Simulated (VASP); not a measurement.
# CO2 (I-42d) in VASP: further runs, part 2 of 2

VASP 6.6.1. Earlier steps stand in the parts before.

### 3 Single point, PBEsol

This run uses another cell than the first one, of 7.52 Å³/atom, 1.021 times its volume.

INCAR reads:

```
PREC = Accurate
ENCUT = 520
EDIFF = 1E-6
ISMEAR = 1
SIGMA = 0.02
LREAL = False
LASPH = True
NELM = 100
ALGO = Normal
ISIF = 2
LWAVE = False
LCHARG = False
GGA = PS
NBANDS = 25
```

KPOINTS reads:

```
regular mesh
0
Gamma
  7 7 7
```

POSCAR reads:

```
CO2
1.0
   -1.9480411878      1.9480411878      2.9733244659
    1.9480411878     -1.9480411878      2.9733244659
    1.9480411878      1.9480411878     -2.9733244659
C O
2 4
Direct
    0.7500000000      0.2500000000      0.5000000000
    0.0000000000      0.0000000000      0.0000000000
    0.7098000000      0.1250000000      0.0848000000
    0.0402000000      0.6250000000      0.9152000000
    0.3750000000      0.2902000000      0.4152000000
    0.8750000000      0.9598000000      0.5848000000
```

Potentials or basis: VASP PAW PBE potentials, release 64 (C, O).

Launch:

```bash
> cat potpaw_PBE.64/C/POTCAR potpaw_PBE.64/O/POTCAR > POTCAR
> mpirun -np 1 vasp_std > vasp.out
```

OUTCAR:

```text
PREC = Accurate
   ENCUT = 520
   EDIFF = 1E-6
   ISMEAR = 1
   LREAL = False
   LASPH = True
   NELM = 100
   ISIF = 2
   GGA = PS

 ion  position               nearest neighbor table
   1  0.750  0.250  0.500-   3 1.38   4 1.38   5 1.38   6 1.38
   2  0.000  0.000  0.000-   6 1.38   4 1.38   5 1.38   3 1.38
   3  0.710  0.125  0.085-   1 1.38   2 1.38
   4  0.040  0.625  0.915-   1 1.38   2 1.38
   5  0.375  0.290  0.415-   1 1.38   2 1.38
   6  0.875  0.960  0.585-   2 1.38   1 1.38

  LATTYP: Found a body centered tetragonal cell.
 ALAT       =     3.8960823756
 C/A-ratio  =     1.5263149899

  Lattice vectors:

 A1 = (  -1.9480411878,   1.9480411878,   2.9733244659)
 A2 = (   1.9480411878,  -1.9480411878,   2.9733244659)
 A3 = (   1.9480411878,   1.9480411878,  -2.9733244659)

Analysis of symmetry for initial positions (statically):
=====================================================================
 Subroutine PRICEL returns:
 Original cell was already a primitive cell.

[... 182 lines left out ...]
 val. band max:        2.4832379352   @ k =  -0.4286   0.4286   0.4286
 cond. band min:      10.1930774936   @ k =   0.0000   0.0000   0.0000
 fundamental gap:      7.7098395584
 Fermi energy:         2.5841247734

 k-point     1 :       0.0000    0.0000    0.0000
  band No.  band energies     occupation
      1     -21.9008      2.00000
      2     -16.5562      2.00000
      3     -16.5562      2.00000
      4     -15.9135      2.00000
      5     -12.3660      2.00000
      6      -7.4894      2.00000
[... 661 lines left out ...]
     24      17.4386      0.00000
     25      17.8566      0.00000

 [... further k-points ...]

------------------------ aborting loop because EDIFF is reached ----------------------------------------

  FORCE on cell =-STRESS in cart. coord.  units (eV):
  Direction    XX          YY          ZZ          XY          YZ          ZX
  --------------------------------------------------------------------------------------
  -------------------------------------------------------------------------------------
  Total        2.0349999      2.0349999      1.2926960      0.0000000      0.0000000      0.0000000
  in kB       72.2397800     72.2397800     45.8889825      0.0000000      0.0000000      0.0000000
  external PRESSURE =      63.4561808 kB  Pullay stress =       0.0000000 kB

 VOLUME and BASIS-vectors are now :
 -----------------------------------------------------------------------------
  energy-cutoff  :      520.00
  volume of cell :       45.13
      direct lattice vectors                 reciprocal lattice vectors
    -1.948041188  1.948041188  2.973324466     0.000000000  0.256668084  0.168161936
     1.948041188 -1.948041188  2.973324466     0.256668084  0.000000000  0.168161936
     1.948041188  1.948041188 -2.973324466     0.256668084  0.256668084  0.000000000

 POSITION                                       TOTAL-FORCE (eV/Angst)
 -----------------------------------------------------------------------------------
     -0.00000      1.94804      1.48666         0.000000     -0.000000     -0.000000
      0.00000      0.00000      0.00000         0.000000     -0.000000      0.000000
     -0.97402      1.30441      2.22999         0.000000     -0.476705     -0.000000
      2.92206      0.64363     -0.74333         0.000000      0.476705      0.000000
      0.64363      0.97402      0.74333         0.476705     -0.000000      0.000000
      1.30441      0.97402      3.71666        -0.476705     -0.000000     -0.000000
 -----------------------------------------------------------------------------------
    total drift:                                0.000001      0.000001      0.000002

  FREE ENERGIE OF THE ION-ELECTRON SYSTEM (eV)
  ---------------------------------------------------
  free  energy   TOTEN  =       -46.0840094149 eV

  energy  without entropy=      -46.0840094149  energy(sigma->0) =      -46.08400941
```

OSZICAR:

```text
N       E                     dE             d eps       ncg     rms          rms(c)
DAV:   1     0.150360419006E+03    0.15036E+03   -0.18617E+04  2000   0.128E+03
DAV:   2    -0.411949607390E+02   -0.19156E+03   -0.18454E+03  2515   0.298E+02
DAV:   3    -0.488839817422E+02   -0.76890E+01   -0.76410E+01  2660   0.580E+01
DAV:   4    -0.489487256694E+02   -0.64744E-01   -0.64684E-01  2350   0.600E+00
DAV:   5    -0.489493320691E+02   -0.60640E-03   -0.61969E-03  2677   0.561E-01    0.127E+01
DAV:   6    -0.461651989951E+02    0.27841E+01   -0.55640E+00  2499   0.191E+01    0.521E+00
DAV:   7    -0.461120046060E+02    0.53194E-01   -0.64946E-01  2559   0.554E+00    0.285E+00
DAV:   8    -0.460878225816E+02    0.24182E-01   -0.66636E-02  2419   0.233E+00    0.515E-01
DAV:   9    -0.460839522692E+02    0.38703E-02   -0.15037E-02  2463   0.104E+00    0.185E-01
DAV:  10    -0.460840445178E+02   -0.92249E-04   -0.18886E-03  2685   0.318E-01    0.654E-02
DAV:  11    -0.460840041469E+02    0.40371E-04   -0.16548E-04  2424   0.100E-01    0.194E-02
DAV:  12    -0.460840092922E+02   -0.51453E-05   -0.18357E-05  2483   0.312E-02    0.504E-03
DAV:  13    -0.460840094149E+02   -0.12267E-06   -0.23007E-06  2224   0.114E-02
   1 F= -.46084009E+02 E0= -.46084009E+02  d E =0.688335E-13
```

stdout:

```text
POSCAR found type information on POSCAR C O
 POSCAR found :  2 types and       6 ions
 scaLAPACK will be used
 -----------------------------------------------------------------------------
|                                                                             |
|                                                                             |
|     You enforced a specific xc type in the INCAR file but a different       |
|     I HOPE YOU KNOW WHAT YOU ARE DOING!                                     |
|                                                                             |
 -----------------------------------------------------------------------------

 LDA part: xc-table for (Slater+PW92), standard interpolation
 POSCAR, INCAR and KPOINTS ok, starting setup
 FFT: planning ... GRIDC
 FFT: planning ... GRID_SOFT
 FFT: planning ... GRID
 WAVECAR not read
 entering main loop
```

Run time: 36 s. Hardware: 1 thread of AMD EPYC 9R45 (Zen 5), shared host; peak memory 0.14 GiB.

Results:

- Free energy: -46.0840 eV
- Pressure: 6.3 GPa
- Largest force: 0.477 eV/Å
- Band gap on the k mesh: 7.71 eV, indirect (least direct gap 8.18 eV)

Forces in eV/Å, atoms in the order of the input:
```
C    0.000  0.000  0.000
C    0.000  0.000  0.000
O    0.000 -0.477  0.000
O    0.000  0.477  0.000
O    0.477  0.000  0.000
O   -0.477  0.000  0.000
```

Levels at points of the mesh, in eV from the valence-band top:
```csv
k point,band 14,band 15,band 16,band 17,band 18,band 19
"(0.00, 0.00, 0.00)",-0.88,-0.88,-0.47,7.71,9.53,9.53
```

Caveat: the PAW data sets were made with another functional, which shifts forces and pressure a little.

### 4 Single point, PBEsol

This run uses another cell than the first one, of 7.68 Å³/atom, 1.043 times its volume.

INCAR reads:

```
SYSTEM = CO2
PREC = Accurate
ENCUT = 520
EDIFF = 1E-6
ISMEAR = 1
SIGMA = 0.02
LREAL = .False.
LASPH = .True.
NELM = 100
ALGO = Normal
ISIF = 2
LWAVE = .False.
LCHARG = .False.
GGA = PS
NBANDS = 25
```

KPOINTS reads:

```
regular mesh
0
Gamma
  7 7 7
  0 0 0
```

Edit POSCAR of step 3 so:

```diff
@@ -2,5 +2,5 @@
 1.0
-   -1.9480411878      1.9480411878      2.9733244659
-    1.9480411878     -1.9480411878      2.9733244659
-    1.9480411878      1.9480411878     -2.9733244659
+   -1.9614763792      1.9614763792      2.9938307999
+    1.9614763792     -1.9614763792      2.9938307999
+    1.9614763792      1.9614763792     -2.9938307999
 C O
```

Launch:

```bash
> cat potpaw_PBE.64/C/POTCAR potpaw_PBE.64/O/POTCAR > POTCAR
> mpirun -np 1 vasp_std > vasp.out
```

It took 36 s on 1 thread of AMD EPYC 9R45 (Zen 5), shared host; peak memory 0.14 GiB.

The run converged. Its results:

```yaml
Free_energy: -46.1060 eV
Pressure: 0.4 GPa
Largest_force: 0.167 eV/Å
Band_gap_on_the_k_mesh: 7.62 eV, indirect (least direct gap 8.09 eV)
```

Forces in eV/Å, atoms in the order of the input:
```
C    0.000  0.000  0.000
C    0.000  0.000  0.000
O    0.000 -0.167  0.000
O    0.000  0.167  0.000
O    0.167  0.000  0.000
O   -0.167  0.000  0.000
```

Stress tensor (GPa, compression positive):
```
 1.13  0.00  0.00
 0.00  1.13  0.00
 0.00  0.00 -1.01
```

Levels at points of the mesh, in eV from the valence-band top:
```csv
k point,band 13,band 14,band 15,band 16,band 17,band 18,band 19,band 20
"(0.00, 0.00, 0.00)",-1.19,-0.88,-0.88,-0.47,7.62,9.32,9.32,9.38
```

Caveat: the PAW data sets were made with another functional, which shifts forces and pressure a little. A k mesh can miss the band edges.

### 5 Single point, PBEsol

This run uses another cell than the first one, of 7.84 Å³/atom, 1.064 times its volume.

INCAR reads:

```
PREC = Accurate ; ENCUT = 520
EDIFF = 1E-6 ; ISMEAR = 1
SIGMA = 0.02 ; LREAL = False
LASPH = True ; NELM = 80
ALGO = Normal ; ISIF = 2
LWAVE = False ; LCHARG = True
GGA = PS ; LELF = True
LVHAR = True ; NBANDS = 25
```

KPOINTS reads:

```
regular mesh
0
Gamma
  7 7 7
```

Edit POSCAR of step 4 so:

```diff
@@ -2,5 +2,5 @@
 1.0
-   -1.9614763792      1.9614763792      2.9938307999
-    1.9614763792     -1.9614763792      2.9938307999
-    1.9614763792      1.9614763792     -2.9938307999
+   -1.9747300000      1.9747300000      3.0140600000
+    1.9747300000     -1.9747300000      3.0140600000
+    1.9747300000      1.9747300000     -3.0140600000
 C O
```

Launch:

```bash
> cat potpaw_PBE.64/C/POTCAR potpaw_PBE.64/O/POTCAR > POTCAR
> mpirun -np 1 vasp_std > vasp.out
```

Wall time 37 s (1 thread of AMD EPYC 9R45 (Zen 5), shared host); peak memory 0.15 GiB.

The run converged. Its results:

```yaml
Free_energy: -46.0952 eV
Pressure: -4.9 GPa
Largest_force: 0.120 eV/Å
Band_gap_on_the_k_mesh: 7.54 eV, indirect (least direct gap 8.00 eV)
```

Forces in eV/Å, atoms in the order of the input:
```
C    0.000  0.000  0.000
C    0.000  0.000  0.000
O    0.000  0.120  0.000
O    0.000 -0.120  0.000
O   -0.120  0.000  0.000
O    0.120  0.000  0.000
```

Stress tensor (GPa, compression positive):
```
-4.34  0.00  0.00
 0.00 -4.34  0.00
 0.00  0.00 -6.06
```

Levels at points of the mesh, in eV from the valence-band top:
| k point | band 14 | band 15 | band 16 | band 17 | band 18 | band 19 |
| --- | --- | --- | --- | --- | --- | --- |
| (0.00, 0.00, 0.00) | -0.87 | -0.87 | -0.47 | 7.54 | 9.02 | 9.12 |

Caveat: the PAW data sets were made with another functional, which shifts forces and pressure a little. As with any semilocal functional, this PBEsol gap is likely too small.

### 6 Summary

| cell | gap on the mesh (eV) | pressure (GPa) | largest force (eV/Å) |
| --- | --- | --- | --- |
| a = 4.025 Å, angles 122.6, 122.6, 85.6°, 6 atoms | 7.78 | 12.9 | 0.81 |
| a = 4.053 Å, angles 122.6, 122.6, 85.6°, 6 atoms | 7.71 | 6.3 | 0.48 |
| a = 4.081 Å, angles 122.6, 122.6, 85.6°, 6 atoms | 7.62 | 0.4 | 0.17 |
| a = 4.109 Å, angles 122.6, 122.6, 85.6°, 6 atoms | 7.54 | -4.9 | 0.12 |

Alike in all rows: task single point; level PBEsol; potentials or basis VASP PAW PBE potentials, release 64 (C, O); no spin polarisation; k mesh 7 × 7 × 7; cutoff (eV) 520; smearing methfessel-paxton 0.02 eV.

Caveats: the PAW data sets were made with another functional, which shifts forces and pressure a little.

Total energies depend on the potentials used, so only differences within one code and one set of settings carry meaning.
